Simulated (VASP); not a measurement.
Here is a VASP 6.6.1 calculation.

INCAR

```
ALGO     = Normal         # electronic algorithm
EDIFF    = 1E-6           # SCF threshold, eV
EDIFFG   = -0.04          # ionic threshold
ENCUT    = 600            # plane-wave cutoff, eV
GGA      = PE             # functional
IBRION   = 2              # ionic algorithm
ISIF     = 3              # what is computed and relaxed
ISMEAR   = 0              # smearing method
LASPH    = True           # aspherical terms in the spheres
LCHARG   = False          # write CHGCAR
LREAL    = False          # projectors in reciprocal space
LWAVE    = False          # write WAVECAR
NELM     = 60             # most SCF steps
NSW      = 90             # ionic steps
PREC     = Accurate       # precision mode
SIGMA    = 0.1            # smearing width, eV
```

File KPOINTS:

```
k-points
0
Gamma
  6 6 2
```

Contents of POSCAR:

```
SnGe5
1.0
    3.2058489846      0.0000000000      0.0000000000
   -1.6029244923      2.7763466613      0.0000000000
    0.0000000000      0.0000000000     14.5649454420
Sn Ge
1 5
Direct
    0.0000000000      0.0000000000      0.0000000000
    0.6666666667      0.3333333333      0.6602259760
    0.0000000000      0.0000000000      0.5000000000
    0.3333333333      0.6666666667      0.3397740240
    0.6666666667      0.3333333333      0.1947153454
    0.3333333333      0.6666666667      0.8052846546
```

Potentials or basis: VASP PAW PBE potentials, release 64 (Sn_d, Ge_d).

The run is started by

```console
$ cat potpaw_PBE.64/Sn_d/POTCAR potpaw_PBE.64/Ge_d/POTCAR > POTCAR
$ mpirun -np 1 vasp_std > vasp.out
```

Q: Estimate the band gap on the k mesh.

A: Zero (bands 42 and 43 overlap by 7.01 eV).

Q: Estimate the relaxed volume.

A: 21.35 Å³/atom.

Step by step:
```
step  energy change (eV)  largest force (eV/Å)  pressure (GPa)  volume (Å³)
   1              0.0000                0.0872           -0.56       129.64
   2             -0.0080                0.0403           -0.04       128.23
   3             -0.0085                0.0188            0.87       126.35
   4             -0.0100                0.0107            0.58       127.17
   5             -0.0137                0.0099            0.51       127.22
   6             -0.0138                0.0101            0.52       127.22
   7             -0.0155                0.0259            0.18       128.09
```

Caveat: the k points lie up to 0.38 Å⁻¹ apart in the final cell, too coarse for converged energies and pressures of a metal; spin-orbit coupling is left out, which moves the levels of the heavy elements.
